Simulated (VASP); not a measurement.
Wanted: the native input for a VASP 6.6.1 run.

```yaml
Task: relaxation of cell and atoms
Functional: PBE
Potentials_or_basis: VASP PAW PBE potentials, release 64 (Be, C, Cl)
Cutoff: 600 eV
k_mesh: 6 × 6 × 2
Occupations: gaussian, width 0.1 eV
Spin: no spin polarisation
Dipole_correction: no
Further_INCAR_settings: ALGO = Normal; EDIFF = 1e-06; IBRION = 2; EDIFFG = -0.04; NSW = 90; ISIF = 3
```

The structure of Be3CCl2 lies in POSCAR:

```
Be3CCl2
1.0
    3.2890095900      0.0000000000      0.0000000000
   -1.6445048000      2.8483658600      0.0000000000
    0.0000000000      0.0000000000      8.0438972100
Be C Cl
3 1 2
Direct
    0.3333333300      0.6666666700      0.8871235500
    0.6666666700      0.3333333300      0.1128764500
    0.0000000000      0.0000000000      0.5000000000
    0.0000000000      0.0000000000      0.0000000000
    0.3333333300      0.6666666700      0.3064382200
    0.6666666700      0.3333333300      0.6935617800
```

One way to write it, as run:

INCAR

```
PREC     = Accurate       # precision mode
ENCUT    = 600            # plane-wave cutoff, eV
EDIFF    = 1E-6           # SCF threshold, eV
ISMEAR   = 0              # smearing method
SIGMA    = 0.1            # smearing width, eV
LREAL    = False          # projectors in reciprocal space
LASPH    = True           # aspherical terms in the spheres
NELM     = 60             # most SCF steps
ALGO     = Normal         # electronic algorithm
ISIF     = 3              # what is computed and relaxed
LWAVE    = False          # write WAVECAR
LCHARG   = False          # write CHGCAR
GGA      = PE             # functional
IBRION   = 2              # ionic algorithm
NSW      = 90             # ionic steps
EDIFFG   = -0.04          # ionic threshold
```

KPOINTS

```
regular mesh
0
Gamma
  6 6 2
```

Potentials or basis: VASP PAW PBE potentials, release 64 (Be, C, Cl).

Launch:

```console
$ cat potpaw_PBE.64/Be/POTCAR potpaw_PBE.64/C/POTCAR potpaw_PBE.64/Cl/POTCAR > POTCAR
$ mpirun -np 1 vasp_std > vasp.out
```

It gave:

The relaxed volume is 14.54 Å³/atom, the relaxed cell is a = 3.104 Å, b = 3.104 Å, c = 10.460 Å, α = 90.00°, β = 90.00°, γ = 120.00° and the space group after relaxing (to 0.05 Å) is P-3m1 (No. 164). The energy gained by relaxing is 777.6 meV/atom. The ionic steps are 23. The pressure after relaxing is 0.1 GPa. The largest force after relaxing is 0.019 eV/Å and the band gap on the k mesh is 2.17 eV, indirect (least direct gap 2.56 eV).

Caveat: the volume moved by over 15 % at a fixed basis, so the end points are rough.

Run time: 6.7 min on 1 thread of Intel Xeon 6975P-C, on a shared host, peak memory 0.22 GiB.
